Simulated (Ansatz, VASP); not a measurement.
## Zr3B: VASP beside Ansatz

```
Zr B
1.0
     5.26894    0.00000    0.00000
     0.00000    5.26894    0.00000
     0.00000    0.00000    5.26894
Zr B
6 2
Direct
  0.25000 0.00000 0.50000
  0.50000 0.75000 0.00000
  0.75000 0.00000 0.50000
  0.50000 0.25000 0.00000
  0.00000 0.50000 0.75000
  0.00000 0.50000 0.25000
  0.00000 0.00000 0.00000
  0.50000 0.50000 0.50000
```

Change from the starting cell: species swapped into the Mo3Os type (Pm-3n, No. 223).

Alike in both runs: functional PBE; k mesh 4 × 4 × 4; occupations gaussian, width 0.1 eV; no spin polarisation.

Ansatz relaxed the structure, and its values are those at the end. VASP's run is a single point on that final structure, the one shown.

```csv
,VASP,Ansatz
version,VASP 6.6.1,Ansatz 0.2.0
potentials or method,"VASP PAW PBE potentials, release 64 (Zr_sv, B), cutoff 520 eV","scalar-relativistic, plane waves, PAW"
valence electrons in the cell,78,78
```

|  | VASP | Ansatz | Ansatz less VASP |
| --- | --- | --- | --- |
| gap on the k mesh at the Fermi level (eV) | none | none | - |
| pressure (GPa) | 0.3 | 0.2 | -0.09 |

A gap of «none» marks a metal or a gap that the smearing closes.
